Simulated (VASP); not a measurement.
# SiO2 (P4_2/mnm) in VASP: a series of runs

SiO2 is run at these levels: LDA; tasks: single point.

All numbers are computed with VASP 6.6.1; they aren't measurements. Logs are shortened: lines on timing, memory, paths and dates and some standing lists are left out, and cuts for length are marked.

### Step 1. The cell of the first run

Symmetry: P4_2/mnm, No. 136, tetragonal system. The conventional cell has a = 4.130 Å, b = 4.130 Å, c = 2.725 Å, α = 90.00°, β = 90.00°, γ = 90.00°. Si (site symmetry mmm) has 6 O at 1.77 to 1.78 Å within 2.4 Å. Within 2.4 Å of O (site symmetry m2m) lie 3 Si at 1.77 to 1.78 Å and 1 O at 2.27 Å.

### Step 2. Single point, LDA

Input file INCAR:

```
SYSTEM = SiO2
PREC = Accurate
ENCUT = 520
EDIFF = 1E-6
ISMEAR = 0
SIGMA = 0.05
LREAL = .False.
LASPH = .True.
NELM = 100
ALGO = Normal
ISIF = 2
LWAVE = .False.
LCHARG = .True.
LELF = .True.
LVHAR = .True.
NBANDS = 25
```

Input file KPOINTS:

```
Automatic mesh
0
Gamma
  6 6 8
  0 0 0
```

Input file POSCAR:

```
SiO2
1.0
    4.1302000000      0.0000000000      0.0000000000
    0.0000000000      4.1302000000      0.0000000000
    0.0000000000      0.0000000000      2.7252000000
Si O
2 4
Direct
    0.5000000000      0.5000000000      0.5000000000
    0.0000000000      0.0000000000      0.0000000000
    0.6944252994      0.6944252994      0.0000000000
    0.1944252994      0.8055747006      0.5000000000
    0.3055747006      0.3055747006      0.0000000000
    0.8055747006      0.1944252994      0.5000000000
```

Potentials or basis: VASP PAW LDA potentials, release 64 (Si, O).

Run with:

```sh
$ cat potpaw_LDA.64/Si/POTCAR potpaw_LDA.64/O/POTCAR > POTCAR
$ mpirun -np 1 vasp_std > vasp.out
```

OUTCAR:

```text
SYSTEM = SiO2
   PREC = Accurate
   ENCUT = 520
   EDIFF = 1E-6
   ISMEAR = 0
   LREAL = .False.
   LASPH = .True.
   NELM = 100
   ISIF = 2

 ion  position               nearest neighbor table
   1  0.500  0.500  0.500-   3 1.77   5 1.77   3 1.77   5 1.77   4 1.78   6 1.78
   2  0.000  0.000  0.000-   4 1.77   6 1.77   4 1.77   6 1.77   5 1.78   3 1.78
   3  0.694  0.694  0.000-   1 1.77   1 1.77   2 1.78
   4  0.194  0.806  0.500-   2 1.77   2 1.77   1 1.78
   5  0.306  0.306  0.000-   1 1.77   1 1.77   2 1.78
   6  0.806  0.194  0.500-   2 1.77   2 1.77   1 1.78

  LATTYP: Found a simple tetragonal cell.
 ALAT       =     4.1302000000
 C/A-ratio  =     0.6598227689

  Lattice vectors:

 A1 = (   4.1302000000,   0.0000000000,   0.0000000000)
 A2 = (   0.0000000000,   4.1302000000,   0.0000000000)
 A3 = (   0.0000000000,   0.0000000000,   2.7252000000)

Analysis of symmetry for initial positions (statically):
=====================================================================
 Subroutine PRICEL returns:
 Original cell was already a primitive cell.

 Routine SETGRP: Setting up the symmetry group for a
 simple tetragonal supercell.

 Subroutine GETGRP returns: Found 16 space group operations
 (whereof  8 operations were pure point group operations)
 out of a pool of 16 trial point group operations.

The static configuration has the point symmetry D_2h.
 The point group associated with its full space group is D_4h.

Analysis of symmetry for dynamics (positions and initial velocities):
=====================================================================
 Subroutine PRICEL returns:
 Original cell was already a primitive cell.

 Routine SETGRP: Setting up the symmetry group for a
 simple tetragonal supercell.

 Subroutine GETGRP returns: Found 16 space group operations
 (whereof  8 operations were pure point group operations)
 out of a pool of 16 trial point group operations.

The dynamic configuration has the point symmetry D_2h.
 The point group associated with its full space group is D_4h.

 Subroutine INISYM returns: Found 16 space group operations
 (whereof  8 operations are pure point group operations),
 and found     1 'primitive' translations

----------------------------------------------------------------------------------------

                                     Primitive cell

  volume of cell :      46.4880

  direct lattice vectors                    reciprocal lattice vectors
     4.130200000  0.000000000  0.000000000     0.242119026  0.000000000  0.000000000
     0.000000000  4.130200000  0.000000000     0.000000000  0.242119026  0.000000000
     0.000000000  0.000000000  2.725200000     0.000000000  0.000000000  0.366945545

  length of vectors
     4.130200000  4.130200000  2.725200000     0.242119026  0.242119026  0.366945545

  position of ions in fractional coordinates (direct lattice)
     0.500000000  0.500000000  0.500000000
     0.000000000  0.000000000  0.000000000
     0.694425299  0.694425299  0.000000000
     0.194425299  0.805574701  0.500000000
     0.305574701  0.305574701  0.000000000
     0.805574701  0.194425299  0.500000000

  ion indices of the primitive-cell ions
   primitive index   ion index
                 1           1
                 2           2
                 3           3
                 4           4
                 5           5
                 6           6

----------------------------------------------------------------------------------------

 KPOINTS: Automatic mesh

Automatic generation of k-mesh.
 Grid dimensions read from file:
 generate k-points for:    6    6    8

 Generating k-lattice:

  Cartesian coordinates                     Fractional coordinates (reciprocal lattice)
     0.040353171  0.000000000  0.000000000     0.166666667  0.000000000  0.000000000
     0.000000000  0.040353171  0.000000000     0.000000000  0.166666667  0.000000000
     0.000000000  0.000000000  0.045868193     0.000000000  0.000000000  0.125000000

  Length of vectors
     0.040353171  0.040353171  0.045868193

  Shift w.r.t. Gamma in fractional coordinates (k-lattice)
     0.000000000  0.000000000  0.000000000

 Subroutine IBZKPT returns following result:
 ===========================================

 Found     50 irreducible k-points:

 Following reciprocal coordinates:
            Coordinates               Weight
  0.000000  0.000000  0.000000      1.000000
  0.166667  0.000000  0.000000      4.000000
  0.333333  0.000000  0.000000      4.000000
  0.500000  0.000000  0.000000      2.000000
  0.166667  0.166667  0.000000      4.000000
  0.333333  0.166667  0.000000      8.000000
[... 16 lines left out ...]
  0.333333  0.000000  0.250000      8.000000
  0.500000  0.000000  0.250000      4.000000
 [... further k-points ...]
   k-points           NKPTS =     50   k-points in BZ     NKDIM =     50   number of bands    NBANDS=     25
   number of dos      NEDOS =    301   number of ions     NIONS =      6
[... 42 lines left out ...]
   LHFCALC =     F    Hartree Fock is set to
   AEXX    =    0.0000 exact exchange contribution
   IVDW    =     0    specifies the selected vdW correction
   LEPSILON=     F    determine dielectric tensor
   LRPA    =     F    only Hartree local field effects (RPA)
 non-spin polarized calculation
 Gauss-broadening in eV      SIGMA  =   0.05
  energy-cutoff  :      520.00
  volume of cell :       46.49
 maximum number of plane-waves:      1276
 NGX is ok and might be reduce to    32

 number of electron      31.9999959 magnetization

 Free energy of the ion-electron system (eV)
  ---------------------------------------------------
  ext. energy  EPLUGINS =         0.00000000
  ---------------------------------------------------
  free energy    TOTEN  =       -51.92924459 eV

  energy without entropy =      -51.92924459  energy(sigma->0) =      -51.92924459

 E-fermi :   8.3729     XC(G=0): -12.7523

 val. band max:        8.1624691644   @ k =   0.0000   0.0000   0.0000
 cond. band min:      13.6521410545   @ k =   0.0000   0.0000   0.0000
 fundamental gap:      5.4896718901
 Fermi energy:         8.3729004625

 k-point     1 :       0.0000    0.0000    0.0000
  band No.  band energies     occupation
      1     -14.2424      2.00000
      2     -10.4199      2.00000
      3     -10.4199      2.00000
      4     -10.1016      2.00000
      5      -2.7916      2.00000
      6       1.7579      2.00000
[... 17 lines left out ...]
     24      22.5618      0.00000
     25      23.7306      0.00000

 k-point     2 :       0.1667    0.0000    0.0000
  band No.  band energies     occupation
      1     -14.0896      2.00000
      2     -11.1002      2.00000
      3     -10.3413      2.00000
      4      -9.7562      2.00000
      5      -2.5807      2.00000
      6       1.0222      2.00000
[... 17 lines left out ...]
     24      21.9392      0.00000
     25      23.5454      0.00000

 k-point     3 :       0.3333    0.0000    0.0000
  band No.  band energies     occupation
      1     -13.6419      2.00000
      2     -12.0451      2.00000
      3     -10.1292      2.00000
      4      -9.6765      2.00000
      5      -2.0112      2.00000
      6      -0.1285      2.00000
[... 17 lines left out ...]
     24      21.9429      0.00000
     25      22.3355      0.00000

 k-point     4 :       0.5000    0.0000    0.0000
  band No.  band energies     occupation
      1     -12.9361      2.00000
      2     -12.9361      2.00000
      3      -9.8612      2.00000
      4      -9.8612      2.00000
      5      -1.1744      2.00000
      6      -1.1744      2.00000
[... 17 lines left out ...]
     24      20.9588      0.00000
     25      22.9761      0.00000
[... 477 lines left out ...]
 k-point    22 :       0.1667    0.0000    0.2500
  band No.  band energies     occupation
      1     -13.3159      2.00000
      2     -10.7485      2.00000
      3     -10.0219      2.00000
      4      -9.8075      2.00000
      5      -2.3217      2.00000
      6       0.7309      2.00000
[... 17 lines left out ...]
     24      21.5840      0.00000
     25      22.0117      0.00000

 k-point    23 :       0.3333    0.0000    0.2500
  band No.  band energies     occupation
      1     -12.9085      2.00000
      2     -11.5116      2.00000
      3      -9.9046      2.00000
      4      -9.7154      2.00000
      5      -1.5664      2.00000
      6       0.2453      2.00000
[... 17 lines left out ...]
     24      20.5847      0.00000
     25      21.6422      0.00000

 k-point    24 :       0.5000    0.0000    0.2500
  band No.  band energies     occupation
      1     -12.2784      2.00000
      2     -12.2784      2.00000
      3      -9.7755      2.00000
      4      -9.7755      2.00000
      5      -0.6054      2.00000
      6      -0.6054      2.00000
[... 17 lines left out ...]
     24      20.5298      0.00000
     25      21.5798      0.00000

 [... further k-points ...]
[... 5 lines left out ...]
  --------------------------------------------------------------------------------------
  -------------------------------------------------------------------------------------
  Total        0.1563055      0.1563055     -3.7443636     -0.0000000      0.0000000      0.0000000
  in kB        5.3869664      5.3869664   -129.0470426     -0.0000000      0.0000000      0.0000000
  external PRESSURE =     -39.4243699 kB  Pullay stress =       0.0000000 kB

 VOLUME and BASIS-vectors are now :
 -----------------------------------------------------------------------------
  energy-cutoff  :      520.00
  volume of cell :       46.49
      direct lattice vectors                 reciprocal lattice vectors
     4.130200000  0.000000000  0.000000000     0.242119026  0.000000000  0.000000000
     0.000000000  4.130200000  0.000000000     0.000000000  0.242119026  0.000000000
     0.000000000  0.000000000  2.725200000     0.000000000  0.000000000  0.366945545

 POSITION                                       TOTAL-FORCE (eV/Angst)
 -----------------------------------------------------------------------------------
      2.06510      2.06510      1.36260         0.000000      0.000000     -0.000000
      0.00000      0.00000      0.00000         0.000000      0.000000     -0.000000
      2.86812      2.86812      0.00000         0.083382      0.083382      0.000000
      0.80302      3.32718      1.36260         0.083382     -0.083382     -0.000000
      1.26208      1.26208      0.00000        -0.083382     -0.083382     -0.000000
      3.32718      0.80302      1.36260        -0.083382      0.083382      0.000000
 -----------------------------------------------------------------------------------
    total drift:                                0.000000      0.000000     -0.000000

  FREE ENERGIE OF THE ION-ELECTRON SYSTEM (eV)
  ---------------------------------------------------
  free  energy   TOTEN  =       -51.9292445942 eV

  energy  without entropy=      -51.9292445942  energy(sigma->0) =      -51.92924459
```

Wall time 27 s (1 thread of Intel Xeon Platinum 8259CL at 2.50GHz (Skylake/Cascade Lake), shared host); peak memory 0.16 GiB.

Results:

```
Free energy            : -51.9292 eV
Pressure               : -3.9 GPa
Largest force          : 0.118 eV/Å
Band gap on the k mesh : 5.49 eV, direct
```

Forces in eV/Å, atoms in the order of the input:
```
Si   0.000  0.000  0.000
Si   0.000  0.000  0.000
O    0.083  0.083  0.000
O    0.083 -0.083  0.000
O   -0.083 -0.083  0.000
O   -0.083  0.083  0.000
```

Stress tensor (GPa, compression positive):
```
  0.54   0.00   0.00
  0.00   0.54   0.00
  0.00   0.00 -12.90
```

A k mesh can miss the band edges. LDA gaps usually lie below the measured ones, often by a third to a half.

### Step 3. Single point, LDA

This run uses another cell than the first one, of the same volume but with other edges.

Input file INCAR:

```
ALGO     = Normal         # electronic algorithm
EDIFF    = 1E-7           # SCF threshold, eV
ENCUT    = 520            # plane-wave cutoff, eV
GGA      = CA             # functional
ISIF     = 2              # what is computed and relaxed
ISMEAR   = 0              # smearing method
LASPH    = T              # aspherical terms in the spheres
LCHARG   = F              # write CHGCAR
LREAL    = F              # projectors in reciprocal space
LWAVE    = F              # write WAVECAR
NBANDS   = 25             # bands
NELM     = 60             # most SCF steps
PREC     = Accurate       # precision mode
SIGMA    = 0.05           # smearing width, eV
```

Input file KPOINTS:

```
k-points
0
Gamma
  6 6 8
```

POSCAR, as its differences from that of step 2:

```diff
@@ -2,5 +2,5 @@
 1.0
-    4.1302000000      0.0000000000      0.0000000000
-    0.0000000000      4.1302000000      0.0000000000
-    0.0000000000      0.0000000000      2.7252000000
+    4.2798000000      0.0000000000      0.0000000000
+    0.0000000000      4.2798000000      0.0000000000
+    0.0000000000      0.0000000000      2.5336000000
 Si O
```

Potentials or basis: VASP PAW LDA potentials, release 64 (Si, O).

Run with:

```sh
$ cat potpaw_LDA.64/Si/POTCAR potpaw_LDA.64/O/POTCAR > POTCAR
$ mpirun -np 1 vasp_std > vasp.out
```

Run time: 32 s. Hardware: 1 thread of Intel Xeon Platinum 8259CL at 2.50GHz (Skylake/Cascade Lake), shared host; peak memory 0.16 GiB.

It converged, with:

- Free energy: -51.6596 eV
- Pressure: 2.7 GPa
- Largest force: 0.496 eV/Å
- Band gap on the k mesh: 5.81 eV, direct

Forces on the atoms (eV/Å):
```
Si   0.000  0.000  0.000
Si   0.000  0.000  0.000
O   -0.351 -0.351  0.000
O   -0.351  0.351  0.000
O    0.351  0.351  0.000
O    0.351 -0.351  0.000
```

Stress tensor (GPa, compression positive):
```
-11.19   0.00   0.00
  0.00 -11.19   0.00
  0.00   0.00  30.50
```

Levels at points of the mesh, in eV from the valence-band top:
```tsv
k point	band 12	band 13	band 14	band 15	band 16	band 17	band 18	band 19	band 20	band 21
(0.00, 0.00, 0.00)	-2.67	-2.07	-0.96	-0.96	0.00	5.81	7.77	9.37	9.37	10.64
(0.50, 0.00, 0.00)	-3.73	-2.28	-2.28	-1.15	-1.15	8.21	8.21	9.87	9.87	10.43
(0.50, 0.50, 0.00)	-2.76	-2.53	-2.53	-2.53	-2.53	8.00	8.00	10.70	10.70	12.16
(0.00, 0.00, 0.50)	-4.78	-2.88	-2.88	-2.68	-2.68	8.81	8.81	11.98	11.98	12.28
(0.50, 0.00, 0.50)	-4.05	-2.41	-2.41	-1.75	-1.75	8.46	8.46	9.12	9.12	11.93
(0.50, 0.50, 0.50)	-4.68	-1.90	-1.90	-1.54	-1.54	6.81	6.81	10.58	10.58	11.13
```

A k mesh can miss the band edges. Expect the measured gap to be larger: semilocal functionals such as LDA lack the derivative discontinuity.

### Step 4. Single point, LDA

This run uses another cell than the first one, of the same volume but with other edges.

Input file INCAR:

```
SYSTEM = SiO2
PREC = Accurate ; ENCUT = 520
EDIFF = 1E-7 ; ISMEAR = 0
SIGMA = 0.05 ; LREAL = .False.
LASPH = .True. ; NELM = 60
ALGO = Normal ; ISIF = 2
LWAVE = .False. ; LCHARG = .True.
GGA = CA ; LELF = .True.
LVHAR = .True. ; NBANDS = 25
```

Input file KPOINTS:

```
regular mesh
0
Gamma
  6 6 8
  0 0 0
```

POSCAR, as its differences from that of step 3:

```diff
@@ -2,5 +2,5 @@
 1.0
-    4.2798000000      0.0000000000      0.0000000000
-    0.0000000000      4.2798000000      0.0000000000
-    0.0000000000      0.0000000000      2.5336000000
+    4.0804000000      0.0000000000      0.0000000000
+    0.0000000000      4.0804000000      0.0000000000
+    0.0000000000      0.0000000000      2.7891000000
 Si O
```

Run with:

```sh
$ cat potpaw_LDA.64/Si/POTCAR potpaw_LDA.64/O/POTCAR > POTCAR
$ mpirun -np 1 vasp_std > vasp.out
```

It took 38 s on 1 thread of Intel Xeon Platinum 8259CL at 2.50GHz (Skylake/Cascade Lake), shared host; peak memory 0.16 GiB.

The run converged. Its results:

```yaml
Free_energy: -51.7870 eV
Pressure: -4.4 GPa
Largest_force: 0.298 eV/Å
Band_gap_on_the_k_mesh: 5.36 eV, direct
```

Forces on the atoms (eV/Å):
```
Si   0.000  0.000  0.000
Si   0.000  0.000  0.000
O    0.211  0.211  0.000
O    0.211 -0.211  0.000
O   -0.211 -0.211  0.000
O   -0.211  0.211  0.000
```

Stress tensor (GPa, compression positive):
```
  5.06   0.00   0.00
  0.00   5.06   0.00
  0.00   0.00 -23.31
```

Levels at points of the mesh, in eV from the valence-band top:
| k point | band 14 | band 15 | band 16 | band 17 | band 18 | band 19 |
| --- | --- | --- | --- | --- | --- | --- |
| (0.00, 0.00, 0.00) | -0.80 | -0.80 | 0.00 | 5.36 | 5.52 | 7.42 |
| (0.50, 0.00, 0.00) | -2.90 | -1.00 | -1.00 | 7.06 | 7.06 | 8.11 |
| (0.50, 0.50, 0.00) | -2.91 | -2.05 | -2.05 | 6.74 | 6.74 | 9.24 |
| (0.00, 0.00, 0.50) | -3.34 | -2.63 | -2.63 | 9.08 | 9.08 | 12.19 |
| (0.50, 0.00, 0.50) | -2.13 | -1.71 | -1.71 | 8.78 | 8.78 | 10.38 |
| (0.50, 0.50, 0.50) | -1.56 | -1.48 | -1.48 | 7.28 | 7.28 | 11.06 |

A k mesh can miss the band edges.

### Step 5. Single point, LDA

This run uses another cell than the first one, of the same volume but with other edges.

Input file INCAR:

```
SYSTEM = SiO2
PREC = Accurate
ENCUT = 520
EDIFF = 1E-6
ISMEAR = 0
SIGMA = 0.05
LREAL = .False.
LASPH = .True.
NELM = 80
ALGO = Normal
ISIF = 2
LWAVE = .False.
LCHARG = .True.
GGA = CA
LELF = .True.
LVHAR = .True.
NBANDS = 25
```

Input file KPOINTS:

```
Automatic mesh
0
Gamma
  6 6 8
  0 0 0
```

POSCAR, as its differences from that of step 4:

```diff
@@ -2,5 +2,5 @@
 1.0
-    4.0804000000      0.0000000000      0.0000000000
-    0.0000000000      4.0804000000      0.0000000000
-    0.0000000000      0.0000000000      2.7891000000
+    4.1801000000      0.0000000000      0.0000000000
+    0.0000000000      4.1801000000      0.0000000000
+    0.0000000000      0.0000000000      2.6613102772
 Si O
```

Run with:

```sh
$ cat potpaw_LDA.64/Si/POTCAR potpaw_LDA.64/O/POTCAR > POTCAR
$ mpirun -np 1 vasp_std > vasp.out
```

Run time: 28 s. Hardware: 1 thread of Intel Xeon Platinum 8259CL at 2.50GHz (Skylake/Cascade Lake), shared host; peak memory 0.16 GiB.

The run converged. Its results:

* Free energy: -51.9658 eV
* Pressure: -2.6 GPa
* Largest force: 0.078 eV/Å
* Band gap on the k mesh: 5.62 eV, direct

Forces on the atoms (eV/Å):
```
Si   0.000  0.000  0.000
Si   0.000  0.000  0.000
O   -0.055 -0.055  0.000
O   -0.055  0.055  0.000
O    0.055  0.055  0.000
O    0.055 -0.055  0.000
```

Stress tensor (GPa, compression positive):
```
-3.65  0.00  0.00
 0.00 -3.65  0.00
 0.00  0.00 -0.62
```

Levels at points of the mesh, in eV from the valence-band top:
```
           k point  band 14  band 15  band 16  band 17  band 18  band 19
(0.00, 0.00, 0.00)    -0.91    -0.91     0.00     5.62     6.48     8.35
(0.50, 0.00, 0.00)    -2.71    -1.09    -1.09     7.65     7.65     8.90
(0.50, 0.50, 0.00)    -2.73    -2.34    -2.34     7.31     7.31     9.89
(0.00, 0.00, 0.50)    -3.17    -2.73    -2.73     8.89     8.89    12.39
(0.50, 0.00, 0.50)    -2.34    -1.80    -1.80     8.57     8.57     9.68
(0.50, 0.50, 0.50)    -1.80    -1.58    -1.58     7.00     7.00    10.76
```

A k mesh can miss the band edges. A hybrid or GW would open this gap; LDA tends to underestimate it.

### Step 6. The runs side by side

```csv
cell,gap on the mesh (eV),pressure (GPa),largest force (eV/Å)
"a = 4.130, b = 4.130, c = 2.725 Å, 6 atoms",5.49,-3.9,0.12
"a = 4.280, b = 4.280, c = 2.534 Å, 6 atoms",5.81,2.7,0.50
"a = 4.080, b = 4.080, c = 2.789 Å, 6 atoms",5.36,-4.4,0.30
"a = 4.180, b = 4.180, c = 2.661 Å, 6 atoms",5.62,-2.6,0.08
```

Alike in all rows: task single point; level LDA; potentials or basis VASP PAW LDA potentials, release 64 (Si, O); no spin polarisation; k mesh 6 × 6 × 8; cutoff (eV) 520; smearing gaussian 0.05 eV.

Total energies depend on the potentials used, so only differences within one code and one set of settings carry meaning.
